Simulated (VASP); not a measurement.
Set up this calculation in VASP 6.6.1, as the native input.

- Task: single point
- Functional: PBE
- Potentials or basis: VASP PAW PBE potentials, release 64 (Sn_d, Se)
- Cutoff: 520 eV
- k mesh: 12 × 12 × 6
- Occupations: gaussian, width 0.05 eV
- Spin: no spin polarisation
- Dipole correction: no
- Further INCAR settings: ALGO = Normal; EDIFF = 1e-07; NBANDS = 20

The structure of SnSe2 lies in POSCAR:

```
SnSe2
1.0
    3.4918669901      0.0000000000      0.0000000000
   -1.7459334950      3.0240455200      0.0000000000
    0.0000000000      0.0000000000      7.3100165154
Sn Se
1 2
Direct
    0.0000000000      0.0000000000      0.0000000000
    0.3333333333      0.6666666667      0.2500000000
    0.6666666667      0.3333333333      0.7500000000
```

This cell differs from its parent crystal: ratio of the length along z to the lengths across it x 1.3, volume and fractional coordinates fixed.

These files were run (other wordings do the same):

INCAR

```
  PREC = Accurate
  ENCUT = 520
  EDIFF = 1E-7
  ISMEAR = 0
  SIGMA = 0.05
  LREAL = False
  LASPH = True
  NELM = 100
  ALGO = Normal
  ISIF = 2
  LWAVE = False
  LCHARG = False
  GGA = PE
  NBANDS = 20
```

KPOINTS

```
regular mesh
0
Gamma
  12 12 6
```

Potentials or basis: VASP PAW PBE potentials, release 64 (Sn_d, Se).

The run is started by

```sh
$ cat potpaw_PBE.64/Sn_d/POTCAR potpaw_PBE.64/Se/POTCAR > POTCAR
$ mpirun -np 1 vasp_std > vasp.out
```

Results of the run:

```json
{
 "Pressure": "6.4 GPa",
 "Largest force": "0.834 eV/Å",
 "Band gap on the k mesh": "zero (bands 13 and 14 overlap by 0.69 eV)"
}
```

Caveat: the cell stands under pressure; semilocal functionals underestimate gaps, so a narrow gap can read as zero; spin-orbit coupling is left out, which moves the levels of the heavy elements; this functional lacks dispersion, which binds the layers, so the pressure and a relaxed spacing across them are unreliable.

Run time: 3.8 min on 1 thread of Intel Xeon 8259CL, with other jobs on the host, peak memory 0.3 GiB.
